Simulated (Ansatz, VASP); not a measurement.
This is a calculation of KF for VASP 6.6.1.

INCAR

```
SYSTEM = KF
ALGO = Normal
EDIFF = 1E-6
ENCUT = 520
GGA = CA
ISIF = 2
ISMEAR = -1
LASPH = .TRUE.
LCHARG = .FALSE.
LREAL = .FALSE.
LWAVE = .FALSE.
NBANDS = 15
NELM = 100
PREC = Accurate
SIGMA = 0.05
```

The input KPOINTS:

```
k-points
0
G
  9 9 9
  0 0 0
```

The input POSCAR:

```
KF
1.0
    0.0000000000      2.6718500000      2.6718500000
    2.6718500000      0.0000000000      2.6718500000
    2.6718500000      2.6718500000      0.0000000000
K F
1 1
Direct
    0.0000000000      0.0000000000      0.0000000000
    0.5000000000      0.5000000000      0.5000000000
```

Potentials or basis: VASP PAW LDA potentials, release 64 (K_sv, F).

Run with:

```bash
$ cat potpaw_LDA.64/K_sv/POTCAR potpaw_LDA.64/F/POTCAR > POTCAR
$ mpirun -np 1 vasp_std > vasp.out
```

Q: Translate it to Ansatz 0.2.0. Potentials there: all-electron LAPW, scalar-relativistic.

A: As run (the cutoff follows the program's own potentials):

input.yaml

```yaml
crystal:
  lattice:
    - [0.0, 2.67185, 2.67185]
    - [2.67185, 0.0, 2.67185]
    - [2.67185, 2.67185, 0.0]
  atoms:
    - { symbol: K, position: [0.0, 0.0, 0.0] }
    - { symbol: F, position: [0.5, 0.5, 0.5] }
kpoints:
  mp_grid: { grid: [9, 9, 9] }
scf:
  occupations: { method: fermi_dirac, width: 0.05 }
hamiltonian:
  xc: lda
  pseudopotentials: { kind: all_electron, lapw: { basis_error: 0.001 } }
output:
  forces: true
  stress: true
  eigenvalues: true
```

Potentials or basis: all-electron LAPW, scalar-relativistic.

Launch:

```bash
$ ansatz run input.yaml --threads 1 --pin off --max-ram 3072MiB --backend cpu --events-out ev --progress --plain --runs-dir out
```

Both were run:

|  | VASP | Ansatz | Ansatz less VASP |
| --- | --- | --- | --- |
| gap on the k mesh at the Fermi level (eV) | 5.79 | 5.80 | +0.009 |
| least direct gap on the mesh (eV) | 5.79 | 5.80 | +0.009 |
| pressure (GPa) | -3.4 | -3.5 | -0.09 |

LDA's correlation is that of Perdew and Zunger in VASP and of Perdew and Wang (1992) in Ansatz. Ansatz ran all-electron here, and VASP with PAW potentials.
